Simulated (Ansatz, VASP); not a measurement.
**BeS: VASP beside Ansatz**

```
Be S
1.0
     0.00000    2.36261    2.36261
     2.36261    0.00000    2.36261
     2.36261    2.36261    0.00000
Be S
1 1
Direct
  0.50000 0.50000 0.50000
  0.25000 0.25000 0.25000
```

Alike in both runs: task single point; functional PBE; k mesh 8 × 8 × 8; occupations gaussian, width 0.02 eV; no spin polarisation.

|  | VASP | Ansatz |
| --- | --- | --- |
| version | VASP 6.6.1 | Ansatz 0.2.0 |
| potentials or method | VASP PAW PBE potentials, release 64 (Be, S), cutoff 600 eV | scalar-relativistic, plane waves, PAW |
| valence electrons in the cell | 8 | 8 |

```tsv
	VASP	Ansatz	Ansatz less VASP
gap on the k mesh at the Fermi level (eV)	2.92	2.92	-0.001
least direct gap on the mesh (eV)	5.62	5.60	-0.020
pressure (GPa)	10.5	10.5	-0.03
```
